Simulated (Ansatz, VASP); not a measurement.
## C in VASP and in Ansatz

```
CELL_PARAMETERS angstrom
2.46498 0.00000 0.00000
-1.23249 2.13474 0.00000
0.00000 0.00000 21.73843
ATOMIC_POSITIONS crystal
C 0.00000 0.00000 0.34501
C 0.33333 0.66667 0.34501
C 0.00000 0.00000 0.50000
C 0.66667 0.33333 0.50000
C 0.00000 0.00000 0.65499
C 0.33333 0.66667 0.65499
```

Alike in both runs: functional PBE; dispersion D3(BJ); k mesh 15 × 15 × 1; occupations gaussian, width 0.1 eV; no spin polarisation.

Ansatz relaxed the structure, and its values are those at the end. VASP's run is a single point on that final structure, the one shown.

```csv
,VASP,Ansatz
version,VASP 6.6.1,Ansatz 0.2.0
potentials or method,"VASP PAW PBE potentials, release 64 (C), cutoff 520 eV","scalar-relativistic, plane waves, PAW"
valence electrons in the cell,24,24
```

```csv
,VASP,Ansatz,Ansatz less VASP
gap on the k mesh at the Fermi level (eV),0.01,0.01,0.000
least direct gap on the mesh (eV),0.01,0.01,0.000
rms of the force components (eV/Å),0.004,0.004,0.0000
```

Ansatz's warnings: xc potential rough in thin density.
